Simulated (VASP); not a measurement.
# Si3Ge: single point with PBE

The system is Si3Ge.

```
CELL_PARAMETERS angstrom
2.80253 0.00000 0.00000
-1.40126 2.42706 0.00000
0.00000 0.00000 9.30792
ATOMIC_POSITIONS crystal
Si 0.33333 0.66667 0.76775
Si 0.33333 0.66667 0.23225
Si 0.66667 0.33333 0.00000
Ge 0.66667 0.33333 0.50000
```

```
Program             : VASP 6.6.1
Task                : single point
Functional          : PBE
Potentials or basis : VASP PAW PBE potentials, release 64 (Si, Ge_d)
Cutoff              : 500 eV
k mesh              : 18 × 18 × 6
Occupations         : gaussian, width 0.1 eV
Spin                : no spin polarisation
```

```
Pressure               : -0.1 GPa
Band gap on the k mesh : zero (bands 13 and 14 overlap by 10.55 eV)
```

Levels at points of the mesh, in eV from the Fermi level:
```
           k point  band 11  band 12  band 13  band 14  band 15  band 16
(0.00, 0.00, 0.00)     0.91     1.17     7.51     7.51     8.85     8.85
(0.50, 0.00, 0.00)    -5.57    -1.77    -1.66    -1.27     0.54     2.93
(0.00, 0.00, 0.50)    -3.05     5.47     6.49     7.57     7.57     8.54
(0.50, 0.00, 0.50)    -4.04    -3.87    -3.14     1.52     2.36     2.75
```

Run time: 2.7 min on 1 thread of Intel(R) Xeon(R) Platinum 8375C CPU @ 2.90GHz (Ice Lake) (shared host), peak memory 0.29 GiB.
